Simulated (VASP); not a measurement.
# Pt (Im-3m) in VASP: further runs

The runs below take Pt through single point, with r2SCAN.

Program: VASP 6.6.1. These are calculated values, not measurements. Logs are shortened: lines on timing, memory, paths and dates and some standing lists are left out, and cuts for length are marked.

## (1) The cell of the first run

Symmetry: Im-3m, No. 229, cubic system. The conventional cell has a = 3.210 Å, b = 3.210 Å, c = 3.210 Å, α = 90.00°, β = 90.00°, γ = 90.00°. Pt (site symmetry m-3m) has 14 Pt at 2.78 to 3.21 Å within 3.7 Å.

## (2) Single point, r2SCAN

POSCAR reads:

```
Pt
1.0
   -1.6050673907      1.6050673907      1.6050673907
    1.6050673907     -1.6050673907      1.6050673907
    1.6050673907      1.6050673907     -1.6050673907
Pt
1
Direct
    0.0000000000      0.0000000000      0.0000000000
```

INCAR.step1 reads:

```
  PREC = Accurate
  ENCUT = 520
  ISMEAR = -1
  SIGMA = 0.05
  LREAL = F
  LASPH = T
  NELM = 60
  NBANDS = 11
  GGA = PE
  ALGO = Normal
  EDIFF = 1E-4
  LWAVE = T
  LCHARG = F
```

INCAR.step2 reads:

```
  PREC = Accurate
  ENCUT = 520
  EDIFF = 1E-6
  ISMEAR = -1
  SIGMA = 0.05
  LREAL = F
  LASPH = T
  NELM = 60
  ALGO = Normal
  ISIF = 2
  LWAVE = F
  LCHARG = F
  METAGGA = R2SCAN
  LMIXTAU = T
  NBANDS = 11
  ISTART = 1
```

KPOINTS reads:

```
regular mesh
0
Gamma
  12 12 12
```

Potentials or basis: VASP PAW PBE potentials, release 64 (Pt).

Started as:

```console
$ cat potpaw_PBE.64/Pt/POTCAR > POTCAR
$ cp INCAR.step1 INCAR
$ mpirun -np 1 vasp_std > vasp.out
$ cp INCAR.step2 INCAR
$ mpirun -np 1 vasp_std > vasp.out
```

OUTCAR:

```text
PREC = Accurate
   ENCUT = 520
   EDIFF = 1E-6
   ISMEAR = -1
   LREAL = F
   LASPH = T
   NELM = 60
   ISIF = 2
   METAGGA = R2SCAN
   ISTART = 1

 ion  position               nearest neighbor table
   1  0.000  0.000  0.000-

  LATTYP: Found a body centered cubic cell.
 ALAT       =     3.2101347814

  Lattice vectors:

 A1 = (  -1.6050673907,   1.6050673907,   1.6050673907)
 A2 = (   1.6050673907,  -1.6050673907,   1.6050673907)
 A3 = (   1.6050673907,   1.6050673907,  -1.6050673907)

Analysis of symmetry for initial positions (statically):
=====================================================================
 Subroutine PRICEL returns:
 Original cell was already a primitive cell.

 Routine SETGRP: Setting up the symmetry group for a
 body centered cubic supercell.

 Subroutine GETGRP returns: Found 48 space group operations
[... 9 lines left out ...]

 Routine SETGRP: Setting up the symmetry group for a
 body centered cubic supercell.

 Subroutine GETGRP returns: Found 48 space group operations
[... 11 lines left out ...]
                                     Primitive cell

  volume of cell :      16.5402

  direct lattice vectors                    reciprocal lattice vectors
    -1.605067391  1.605067391  1.605067391     0.000000000  0.311513400  0.311513400
     1.605067391 -1.605067391  1.605067391     0.311513400  0.000000000  0.311513400
     1.605067391  1.605067391 -1.605067391     0.311513400  0.311513400  0.000000000

  length of vectors
     2.780058270  2.780058270  2.780058270     0.440546475  0.440546475  0.440546475

  position of ions in fractional coordinates (direct lattice)
     0.000000000  0.000000000  0.000000000

  ion indices of the primitive-cell ions
   primitive index   ion index
                 1           1

----------------------------------------------------------------------------------------

 KPOINTS: regular mesh

Automatic generation of k-mesh.
 Grid dimensions read from file:
 generate k-points for:   12   12   12

 Generating k-lattice:

  Cartesian coordinates                     Fractional coordinates (reciprocal lattice)
     0.000000000  0.025959450  0.025959450     0.083333333  0.000000000  0.000000000
     0.025959450  0.000000000  0.025959450     0.000000000  0.083333333  0.000000000
     0.025959450  0.025959450  0.000000000     0.000000000  0.000000000  0.083333333

  Length of vectors
     0.036712206  0.036712206  0.036712206

  Shift w.r.t. Gamma in fractional coordinates (k-lattice)
     0.000000000  0.000000000  0.000000000

 Subroutine IBZKPT returns following result:
 ===========================================

 Found     72 irreducible k-points:

 Following reciprocal coordinates:
            Coordinates               Weight
  0.000000  0.000000  0.000000      1.000000
  0.083333  0.000000  0.000000     12.000000
  0.166667  0.000000  0.000000     12.000000
  0.250000  0.000000  0.000000     12.000000
  0.333333  0.000000  0.000000     12.000000
  0.416667  0.000000  0.000000     12.000000
[... 16 lines left out ...]
  0.333333  0.083333  0.083333     24.000000
  0.416667  0.083333  0.083333     12.000000
 [... further k-points ...]
   k-points           NKPTS =     72   k-points in BZ     NKDIM =     72   number of bands    NBANDS=     11
   number of dos      NEDOS =    301   number of ions     NIONS =      1
   total plane-waves  NPLWV =  13824
   dimension x,y,z NGX =    24 NGY =   24 NGZ =   24
   dimension x,y,z NGXF=    48 NGYF=   48 NGZF=   48
   ions per type =               1
   NGX,Y,Z   is equivalent  to a cutoff of  14.35, 14.35, 14.35 a.u.
   NGXF,Y,Z  is equivalent  to a cutoff of  28.70, 28.70, 28.70 a.u.
 SYSTEM =  unknown system
   PREC   = accura    normal or accurate (medium, high low for compatibility)
   ISTART =      1    job   : 0-new  1-cont  2-samecut
   ICHARG =      0    charge: 1-file 2-atom 10-const
   ISPIN  =      1    spin polarized calculation?
   LNONCOLLINEAR =      F non collinear calculations
   LSORBIT =      F    spin-orbit coupling
   LASPH  =      T    aspherical Exc in radial PAW
   ENCUT  =  520.0 eV  38.22 Ry    6.18 a.u.   5.17  5.17  5.17*2*pi/ulx,y,z
   NELM   =     60;   NELMIN=  2; NELMDL=  0     # of ELM steps
   EDIFF  = 0.1E-05   stopping-criterion for ELM
   LREAL  =      F    real-space projection
   EDIFFG = 0.1E-04   stopping-criterion for IOM
   NSW    =      0    number of steps for IOM
   IBRION =     -1    ionic relax: 0-MD 1-quasi-New 2-CG
   NFREE  =      0    steps in history (QN), initial steepest desc. (CG)
   ISIF   =      2    stress and relaxation
   ISYM   =      2    0-nonsym 1-usesym 2-fastsym
   POTIM  = 0.5000    time-step for ionic-motion
   TEBEG  =    0.0;   TEEND  =   0.0 temperature during run
   PSTRESS=    0.0 pullay stress
   NELECT =      10.0000    total number of electrons
   NUPDOWN=      -1.0000    fix difference up-down
   EMIN   =  10.00;   EMAX   =-10.00  energy-range for DOS
   EFERMI =   0.00;   METHOD = LEGACY
   ISMEAR =    -1;   SIGMA  =   0.05  broadening in eV -4-tet -1-fermi 0-gaus
   EFERMI_NEDOS =   21; number of points for ismear=-14 and -15
   IALGO  =     38    algorithm
   IMIX   =      4    mixing-type and parameters
     AMIX     =   0.40;   BMIX     =  1.00
     AMIX_MAG =   1.60;   BMIX_MAG =  1.00
  volume/ion in A,a.u.               =      16.54       111.62
  Fermi-wavevector in a.u.,A,eV,Ry     =   1.384294  2.615936 26.072422  1.916269
  Thomas-Fermi vector in A             =   2.508811
   LORBIT       =      0    0 simple, 1 ext, 2 COOP (PROOUT), +10 PAW based schemes
   METAGGA = R2SCAN    functional components
   LHFCALC =     F    Hartree Fock is set to
   AEXX    =    0.0000 exact exchange contribution
   IVDW    =     0    specifies the selected vdW correction
   LEPSILON=     F    determine dielectric tensor
   LRPA    =     F    only Hartree local field effects (RPA)
 non-spin polarized calculation
  energy-cutoff  :      520.00
  volume of cell :       16.54
 maximum number of plane-waves:       466
 NGX is ok and might be reduce to    24
   NGX = 11   NGY = 11   NGZ = 11

 number of electron      10.0000000 magnetization

 Free energy of the ion-electron system (eV)
  ---------------------------------------------------
  ext. energy  EPLUGINS =         0.00000000
  ---------------------------------------------------
  free energy    TOTEN  =       -51.37617844 eV

  energy without entropy =      -51.36971721  energy(sigma->0) =      -51.37294782

 E-fermi :   9.0999     XC(G=0): -13.9530

 val. band max:        9.0634623950   @ k =   0.5000   0.5000   0.4167
 cond. band min:       9.1364018521   @ k =  -0.4167  -0.4167   0.1667
 fundamental gap:      0.0729394571
 Fermi energy:         9.0998841534

 k-point     1 :       0.0000    0.0000    0.0000
  band No.  band energies     occupation
      1      -0.0835      2.00000
      2       5.8016      2.00000
      3       5.8016      2.00000
      4       5.8016      2.00000
      5       8.1322      2.00000
      6       8.1322      2.00000
      7      27.2570      0.00000
      8      27.2570      0.00000
      9      27.2570      0.00000
     10      36.8948      0.00000
     11      36.8991      0.00000

 k-point     2 :       0.0833    0.0000    0.0000
  band No.  band energies     occupation
      1       0.1967      2.00000
      2       5.6982      2.00000
      3       5.8032      2.00000
      4       6.0208      2.00000
      5       8.0069      2.00000
      6       8.1391      2.00000
      7      27.3561      0.00000
      8      27.3803      0.00000
      9      27.6538      0.00000
     10      34.1170      0.00000
     11      34.3958      0.00000

 k-point     3 :       0.1667    0.0000    0.0000
  band No.  band energies     occupation
      1       0.9799      2.00000
      2       5.4265      2.00000
      3       5.7885      2.00000
      4       6.6548      2.00000
      5       7.7876      2.00000
      6       8.1659      2.00000
      7      26.7607      0.00000
      8      27.1714      0.00000
      9      28.7785      0.00000
     10      32.1665      0.00000
     11      32.6024      0.00000

 k-point     4 :       0.2500    0.0000    0.0000
  band No.  band energies     occupation
      1       2.0169      2.00000
      2       5.0775      2.00000
      3       5.8830      2.00000
      4       7.6228      2.00000
      5       7.7382      2.00000
      6       8.2221      2.00000
      7      23.9441      0.00000
      8      26.0112      0.00000
      9      30.4426      0.00000
     10      30.9113      0.00000
     11      32.2015      0.00000

 k-point     5 :       0.3333    0.0000    0.0000
  band No.  band energies     occupation
      1       2.7191      2.00000
      2       4.7507      2.00000
      3       6.6690      2.00000
      4       7.9072      2.00000
      5       8.3024      2.00000
      6       8.7572      1.99789
      7      20.3598      0.00000
      8      24.5896      0.00000
      9      28.1637      0.00000
     10      32.3278      0.00000
     11      33.0377      0.00000
[... 211 lines left out ...]
 k-point    21 :       0.1667    0.0833    0.0833
  band No.  band energies     occupation
      1       2.5031      2.00000
      2       5.0085      2.00000
      3       5.2584      2.00000
      4       7.9023      2.00000
      5       8.1643      2.00000
      6       8.5722      1.99995
      7      23.9700      0.00000
      8      25.5151      0.00000
      9      26.3510      0.00000
     10      29.6802      0.00000
     11      36.0134      0.00000

 k-point    22 :       0.2500    0.0833    0.0833
  band No.  band energies     occupation
      1       3.2426      2.00000
      2       4.7105      2.00000
      3       5.7624      2.00000
      4       7.9667      2.00000
      5       8.3020      2.00000
      6      10.0156      0.00000
      7      20.2111      0.00000
      8      24.2125      0.00000
      9      25.0488      0.00000
     10      31.3686      0.00000
     11      36.1861      0.00000

 k-point    23 :       0.3333    0.0833    0.0833
  band No.  band energies     occupation
      1       3.3379      2.00000
      2       4.5164      2.00000
      3       7.0089      2.00000
      4       8.0727      2.00000
      5       8.3925      2.00000
      6      11.5513      0.00000
      7      16.9151      0.00000
      8      23.3005      0.00000
      9      23.8665      0.00000
     10      33.0577      0.00000
     11      35.2192      0.00000

 k-point    24 :       0.4167    0.0833    0.0833
  band No.  band energies     occupation
      1       3.3039      2.00000
      2       4.4493      2.00000
      3       7.7492      2.00000
      4       8.0889      2.00000
      5       8.4249      2.00000
      6      12.6647      0.00000
      7      15.0682      0.00000
      8      22.9769      0.00000
      9      23.3567      0.00000
     10      33.8327      0.00000
     11      34.7431      0.00000

 [... further k-points ...]
[... 5 lines left out ...]
  --------------------------------------------------------------------------------------
  -------------------------------------------------------------------------------------
  Total       -1.4789425     -1.4789425     -1.4789425      0.0000000     -0.0000000      0.0000000
  in kB     -143.2590462   -143.2590462   -143.2590462      0.0000000     -0.0000000      0.0000000
  external PRESSURE =    -143.2590462 kB  Pullay stress =       0.0000000 kB

 VOLUME and BASIS-vectors are now :
 -----------------------------------------------------------------------------
  energy-cutoff  :      520.00
  volume of cell :       16.54
      direct lattice vectors                 reciprocal lattice vectors
    -1.605067391  1.605067391  1.605067391     0.000000000  0.311513400  0.311513400
     1.605067391 -1.605067391  1.605067391     0.311513400  0.000000000  0.311513400
     1.605067391  1.605067391 -1.605067391     0.311513400  0.311513400  0.000000000

 POSITION                                       TOTAL-FORCE (eV/Angst)
 -----------------------------------------------------------------------------------
      0.00000      0.00000      0.00000         0.000000      0.000000     -0.000000
 -----------------------------------------------------------------------------------
    total drift:                               -0.000000      0.000000     -0.000000

  FREE ENERGIE OF THE ION-ELECTRON SYSTEM (eV)
  ---------------------------------------------------
  free  energy   TOTEN  =       -51.3761784421 eV

  energy  without entropy=      -51.3697172073  energy(sigma->0) =      -51.37294782
```

Run time: 36 s. Hardware: 1 thread of Intel Xeon Platinum 8259CL at 2.50GHz (Skylake/Cascade Lake), shared host; peak memory 0.15 GiB.

What came out:

```yaml
Free_energy: -51.3762 eV
Pressure: -14.3 GPa
Band_gap_on_the_k_mesh: zero (band 5 reaches 10.13 eV, above the bottom of band 6 at 7.99 eV)
```

Caveat: the PAW data sets were made with another functional, which shifts forces and pressure a little; spin-orbit coupling is left out, which moves the levels of the heavy elements.

## (3) Single point, r2SCAN

This run uses another cell than the first one, of 16.86 Å³/atom, 1.019 times its volume.

POSCAR reads:

```
Pt
1.0
   -1.6152910255      1.6152910255      1.6152910255
    1.6152910255     -1.6152910255      1.6152910255
    1.6152910255      1.6152910255     -1.6152910255
Pt
1
Direct
    0.0000000000      0.0000000000      0.0000000000
```

INCAR.step1 reads:

```
SYSTEM = Pt
PREC = Accurate
ENCUT = 520
ISMEAR = -1
SIGMA = 0.05
LREAL = .False.
LASPH = .True.
NELM = 100
NBANDS = 11
GGA = PE
ALGO = Normal
EDIFF = 1E-4
LWAVE = .True.
LCHARG = .False.
```

INCAR.step2 reads:

```
SYSTEM = Pt
PREC = Accurate
ENCUT = 520
EDIFF = 1E-6
ISMEAR = -1
SIGMA = 0.05
LREAL = .False.
LASPH = .True.
NELM = 100
ALGO = Normal
ISIF = 2
LWAVE = .False.
LCHARG = .False.
METAGGA = R2SCAN
LMIXTAU = .True.
NBANDS = 11
ISTART = 1
```

KPOINTS reads:

```
Automatic mesh
0
Gamma
  12 12 12
  0 0 0
```

Potentials or basis: VASP PAW PBE potentials, release 64 (Pt).

Started as:

```console
$ cat potpaw_PBE.64/Pt/POTCAR > POTCAR
$ cp INCAR.step1 INCAR
$ mpirun -np 1 vasp_std > vasp.out
$ cp INCAR.step2 INCAR
$ mpirun -np 1 vasp_std > vasp.out
```

OUTCAR:

```text
SYSTEM = Pt
   PREC = Accurate
   ENCUT = 520
   EDIFF = 1E-6
   ISMEAR = -1
   LREAL = .False.
   LASPH = .True.
   NELM = 100
   ISIF = 2
   METAGGA = R2SCAN
   ISTART = 1

 ion  position               nearest neighbor table
   1  0.000  0.000  0.000-

  LATTYP: Found a body centered cubic cell.
 ALAT       =     3.2305820510

  Lattice vectors:

 A1 = (  -1.6152910255,   1.6152910255,   1.6152910255)
 A2 = (   1.6152910255,  -1.6152910255,   1.6152910255)
 A3 = (   1.6152910255,   1.6152910255,  -1.6152910255)
[... 506 lines left out ...]
      3       7.4943      2.00000
      4       7.7986      2.00000
      5       8.1228      2.00000
      6      12.3080      0.00000
      7      14.6088      0.00000
      8      22.6033      0.00000
      9      22.8705      0.00000
     10      33.2921      0.00000
     11      34.3005      0.00000

 [... further k-points ...]
[... 5 lines left out ...]
  --------------------------------------------------------------------------------------
  -------------------------------------------------------------------------------------
  Total       -1.8466690     -1.8466690     -1.8466690      0.0000000      0.0000000     -0.0000000
  in kB     -175.5041183   -175.5041183   -175.5041183      0.0000000      0.0000000     -0.0000000
  external PRESSURE =    -175.5041183 kB  Pullay stress =       0.0000000 kB

 VOLUME and BASIS-vectors are now :
 -----------------------------------------------------------------------------
  energy-cutoff  :      520.00
  volume of cell :       16.86
      direct lattice vectors                 reciprocal lattice vectors
    -1.615291025  1.615291025  1.615291025     0.000000000  0.309541743  0.309541743
     1.615291025 -1.615291025  1.615291025     0.309541743  0.000000000  0.309541743
     1.615291025  1.615291025 -1.615291025     0.309541743  0.309541743  0.000000000

 POSITION                                       TOTAL-FORCE (eV/Angst)
 -----------------------------------------------------------------------------------
      0.00000      0.00000      0.00000         0.000000     -0.000000      0.000000
 -----------------------------------------------------------------------------------
    total drift:                               -0.000000      0.000000     -0.000000

  FREE ENERGIE OF THE ION-ELECTRON SYSTEM (eV)
  ---------------------------------------------------
  free  energy   TOTEN  =       -51.3445891517 eV

  energy  without entropy=      -51.3378334813  energy(sigma->0) =      -51.34121132
```

OUTCAR.step1:

```text
SYSTEM = Pt
   PREC = Accurate
   ENCUT = 520
   ISMEAR = -1
   LREAL = .False.
   LASPH = .True.
[... 553 lines left out ...]
 -----------------------------------------------------------------------------------
      0.00000      0.00000      0.00000         0.000000      0.000000      0.000000
 -----------------------------------------------------------------------------------
    total drift:                                0.000000      0.000000     -0.000000

  FREE ENERGIE OF THE ION-ELECTRON SYSTEM (eV)
  ---------------------------------------------------
  free  energy   TOTEN  =        -5.9728995407 eV

  energy  without entropy=       -5.9657333640  energy(sigma->0) =       -5.96931645
```

Run time: 37 s. Hardware: 1 thread of Intel Xeon Platinum 8259CL at 2.50GHz (Skylake/Cascade Lake), shared host; peak memory 0.15 GiB.

Results:

* Free energy: -51.3446 eV
* Pressure: -17.6 GPa
* Band gap on the k mesh: zero (band 5 reaches 9.77 eV, above the bottom of band 6 at 7.71 eV)

Levels at points of the mesh, in eV from the Fermi level:
| k point | band 1 | band 2 | band 3 | band 4 | band 5 | band 6 | band 7 | band 8 | band 9 | band 10 |
| --- | --- | --- | --- | --- | --- | --- | --- | --- | --- | --- |
| (0.00, 0.00, 0.00) | -8.99 | -3.21 | -3.21 | -3.21 | -0.94 | -0.94 | 18.15 | 18.15 | 18.15 | 27.40 |
| (0.50, 0.00, 0.00) | -6.09 | -4.52 | -1.11 | -0.68 | 0.74 | 1.02 | 6.12 | 14.10 | 16.09 | 24.95 |
| (0.50, 0.50, 0.50) | -5.61 | -5.61 | 0.54 | 0.54 | 0.54 | 8.01 | 8.01 | 8.01 | 12.54 | 19.02 |

Caveat: the PAW data sets were made with another functional, which shifts forces and pressure a little; spin-orbit coupling is left out, which moves the levels of the heavy elements.
